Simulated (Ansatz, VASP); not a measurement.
# Si3N in VASP and in Ansatz

```
Si N
1.0
     3.83334    0.00000    0.00000
     0.00000    5.42117    0.00000
     0.00000    0.00000   22.48776
Si N
6 2
Direct
  0.50000 0.00000 0.17787
  0.00000 0.25000 0.17787
  0.00000 0.50388 0.26087
  0.50000 0.74612 0.26087
  0.50000 0.00860 0.34186
  0.00000 0.24140 0.34186
  0.83333 0.84194 0.50640
  0.83333 0.84194 0.55531
```

Alike in both runs: task single point; functional PBE; dispersion D3(BJ); k mesh 7 × 5 × 1; occupations gaussian, width 0.05 eV; no spin polarisation.

|  | VASP | Ansatz |
| --- | --- | --- |
| version | VASP 6.6.1 | Ansatz 0.2.0 |
| potentials or method | VASP PAW PBE potentials, release 64 (Si, N), cutoff 520 eV | scalar-relativistic, plane waves, PAW |
| valence electrons in the cell | 34 | 34 |

VASP gave:

```
gap on the k mesh at the Fermi level (eV)  : none
rms of the force components (eV/Å)         : 0.637
work function, face that differs most (eV) : 4.80
```

**Question.** Which values does Ansatz return?

**Answer.** gap on the k mesh at the Fermi level (eV): none; rms of the force components (eV/Å): 0.190; work function, face that differs most (eV): 4.80.

Atom by atom the forces differ by 0.519 eV/Å (rms over components). A gap of «none» marks a metal or a gap that the smearing closes. One of these differences is far larger than is usual between the two programs; its cause wasn't traced.

Noted on VASP's run: the standard files for N, O and F lose accuracy on very short bonds.
